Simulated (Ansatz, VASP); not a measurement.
**CuI in VASP and in Ansatz**

Contents of INCAR:

```
SYSTEM = CuI
ALGO = Normal
EDIFF = 1E-6
ENCUT = 520
GGA = PE
ISIF = 2
ISMEAR = 0
LASPH = .True.
LCHARG = .False.
LREAL = .False.
LWAVE = .False.
NBANDS = 16
NELM = 60
PREC = Accurate
SIGMA = 0.05
```

File KPOINTS:

```
k-points
0
Gamma
  8 8 8
  0 0 0
```

The input POSCAR:

```
CuI
1.0
    0.0000000000      3.0879413420      2.8494429657
    2.8494429657      0.0000000000      2.8494429657
    2.8494429657      3.0879413420      0.0000000000
Cu I
1 1
Direct
    0.7500000000      0.7500000000      0.7500000000
    0.0000000000      0.0000000000      0.0000000000
```

Input for Ansatz:

```yaml
crystal:
  lattice:
    - [0.0, 3.087941342, 2.8494429657]
    - [2.8494429657, 0.0, 2.8494429657]
    - [2.8494429657, 3.087941342, 0.0]
  atoms:
    - { symbol: Cu, position: [0.75, 0.75, 0.75] }
    - { symbol: I, position: [0.0, 0.0, 0.0] }
basis:
  ecutwfc: 520.0
kpoints:
  mp_grid: { grid: [8, 8, 8] }
hamiltonian:
  xc: pbe
scf:
  occupations: { method: gaussian, width: 0.05 }
output:
  forces: true
  stress: true
  eigenvalues: true
  write_density: true
  write_potential: true
  elf: true
  volumetric_format: npy
```

Alike in both runs: task single point; functional PBE; k mesh 8 × 8 × 8; occupations gaussian, width 0.05 eV; no spin polarisation.

|  | VASP | Ansatz |
| --- | --- | --- |
| version | VASP 6.6.1 | Ansatz 0.2.0 |
| potentials or method | VASP PAW PBE potentials, release 64 (Cu, I), cutoff 520 eV | scalar-relativistic, plane waves, PAW |
| valence electrons in the cell | 18 | 36 |

```tsv
	VASP	Ansatz	Ansatz less VASP
gap on the k mesh at the Fermi level (eV)	1.38	1.36	-0.025
least direct gap on the mesh (eV)	1.38	1.36	-0.025
pressure (GPa)	5.9	5.8	-0.03
traceless stress, the component that is largest in VASP (GPa)	-0.95	-0.96	-0.013
```

VASP's potentials hold 18 valence electrons a cell and Ansatz's 36, so a difference there can come from the potentials and not from the codes.

Spin-orbit coupling is off throughout.
